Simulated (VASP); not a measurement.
Write the native input for VASP 6.6.1 that does the following.

| Quantity | Value |
| --- | --- |
| Task | single point |
| Functional | PBE |
| Potentials or basis | VASP PAW PBE potentials, release 64 (Sn_d, Te) |
| Cutoff | 520 eV |
| k mesh | 10 × 10 × 10 |
| Occupations | gaussian, width 0.03 eV |
| Spin | no spin polarisation |
| Dipole correction | no |
| Further INCAR settings | ALGO = Normal; EDIFF = 1e-06; NBANDS = 17 |

The structure of SnTe lies in POSCAR:

```
SnTe
1.0
    0.0000000000      3.2327813382      3.2327813382
    3.2327813382      0.0000000000      3.2327813382
    3.2327813382      3.2327813382      0.0000000000
Sn Te
1 1
Direct
    0.0028694672     -0.0028694672     -0.0028694672
    0.4973304510      0.5026695490      0.5026695490
```

This cell differs from its parent crystal: the cell strained.

The input as run:

INCAR

```
SYSTEM = SnTe
PREC = Accurate
ENCUT = 520
EDIFF = 1E-6
ISMEAR = 0
SIGMA = 0.03
LREAL = .FALSE.
LASPH = .TRUE.
NELM = 60
ALGO = Normal
ISIF = 2
LWAVE = .FALSE.
LCHARG = .FALSE.
GGA = PE
NBANDS = 17
```

KPOINTS

```
regular mesh
0
G
  10 10 10
  0 0 0
```

Potentials or basis: VASP PAW PBE potentials, release 64 (Sn_d, Te).

The run is started by

```sh
$ cat potpaw_PBE.64/Sn_d/POTCAR potpaw_PBE.64/Te/POTCAR > POTCAR
$ mpirun -np 1 vasp_std > vasp.out
```

Results of the run:

```
Pressure               : -1.0 GPa
Largest force          : 0.018 eV/Å
Band gap on the k mesh : 0.15 eV
```

Caveat: the cell differs from its parent crystal (the cell strained); semilocal functionals underestimate gaps, and a narrow one can read as zero; spin-orbit coupling is left out, which moves the levels of the heavy elements.

Run time: 53 s on 1 thread of Intel(R) Xeon(R) 6975P-C (Granite Rapids), with other jobs on the host, peak memory 0.27 GiB.
